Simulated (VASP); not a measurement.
A run of VASP 6.6.1:

File POSCAR:

```
AlN
1.0
    0.0000000000      2.0188684697      2.0188684697
    2.0188684697      0.0000000000      2.0188684697
    2.0188684697      2.0188684697      0.0000000000
Al N
1 1
Direct
    0.0000000000      0.0000000000      0.0000000000
    0.5000000000      0.5000000000      0.5000000000
```

The input INCAR.step1:

```
  PREC = Accurate
  ENCUT = 520
  EDIFF = 1E-5
  ISMEAR = 0
  SIGMA = 0.01
  LREAL = F
  LASPH = T
  NELM = 60
  ALGO = Normal
  ISIF = 2
  LWAVE = T
  GGA = PE
  NBANDS = 11
```

The input INCAR.step2:

```
  PREC = Accurate
  ENCUT = 520
  EDIFF = 1E-6
  ISMEAR = 0
  SIGMA = 0.01
  LREAL = F
  LASPH = T
  NELM = 60
  ALGO = Normal
  ISIF = 2
  LWAVE = F
  LCHARG = T
  GGA = PE
  LHFCALC = T
  HFSCREEN = 0.2079
  PRECFOCK = Normal
  LELF = T
  LVHAR = T
  ISTART = 1
  NBANDS = 11
```

KPOINTS

```
regular mesh
0
Gamma
  8 8 8
```

Potentials or basis: VASP PAW PBE potentials, release 64 (Al, N).

Run with:

```sh
$ cat potpaw_PBE.64/Al/POTCAR potpaw_PBE.64/N/POTCAR > POTCAR
$ cp INCAR.step1 INCAR
$ mpirun -np 1 vasp_std > vasp.out
$ cp INCAR.step2 INCAR
$ mpirun -np 1 vasp_std > vasp.out
```

Hardware: 1 thread of Intel(R) Xeon(R) Platinum 8488C (Sapphire Rapids), with other jobs on the host.

Q: Estimate the wall time of this run.

A: Run time: 6.7 min on 1 thread of Intel(R) Xeon(R) Platinum 8488C (Sapphire Rapids), on a shared host, peak memory 0.24 GiB. Counts: k points 29.
